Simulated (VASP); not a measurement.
A run of VASP 6.6.1:

POSCAR

```
Cs
1.0
    0.0000000000      2.8189630000      2.8189630000
    2.8189630000      0.0000000000      2.8189630000
    2.8189630000      2.8189630000      0.0000000000
Cs
1
Direct
    0.0000000000      0.0000000000      0.0000000000
```

The input INCAR.step1:

```
PREC     = Accurate       # precision mode
ENCUT    = 400            # plane-wave cutoff, eV
EDIFF    = 1E-5           # SCF threshold, eV
ISMEAR   = 0              # smearing method
SIGMA    = 0.1421         # smearing width, eV
LREAL    = F              # projectors in reciprocal space
LASPH    = T              # aspherical terms in the spheres
NELM     = 120            # most SCF steps
ALGO     = Normal         # electronic algorithm
ISIF     = 2              # what is computed and relaxed
LWAVE    = T              # write WAVECAR
LCHARG   = F              # write CHGCAR
GGA      = PE             # functional
NBANDS   = 10             # bands
GGA_COMPAT= F
```

Contents of INCAR.step2:

```
PREC     = Accurate       # precision mode
ENCUT    = 400            # plane-wave cutoff, eV
EDIFF    = 1E-6           # SCF threshold, eV
ISMEAR   = 0              # smearing method
SIGMA    = 0.1421         # smearing width, eV
LREAL    = F              # projectors in reciprocal space
LASPH    = T              # aspherical terms in the spheres
NELM     = 120            # most SCF steps
ALGO     = Normal         # electronic algorithm
ISIF     = 2              # what is computed and relaxed
LWAVE    = F              # write WAVECAR
LCHARG   = F              # write CHGCAR
GGA      = PE             # functional
LHFCALC  = T              # exact exchange
HFSCREEN = 0.2079         # screening, 1/A
PRECFOCK = Normal       
ISTART   = 1            
NBANDS   = 10             # bands
GGA_COMPAT= F
```

Contents of KPOINTS:

```
regular mesh
0
Gamma
  3 3 3
```

Potentials or basis: VASP PAW PBE potentials, release 64 (Cs_sv).

Launch:

```bash
$ cat potpaw_PBE.64/Cs_sv/POTCAR > POTCAR
$ cp INCAR.step1 INCAR
$ mpirun -np 1 vasp_std > vasp.out
$ cp INCAR.step2 INCAR
$ mpirun -np 1 vasp_std > vasp.out
```

Hardware: 1 thread of AMD EPYC 7R43 64-Core Processor (Zen 3) (shared host).

Task: Estimate the wall time of this run.

Result: Run time: 25 s on 1 thread of AMD EPYC 7R43 64-Core Processor (Zen 3), on a shared host, peak memory 0.21 GiB. Counts: k points 4.
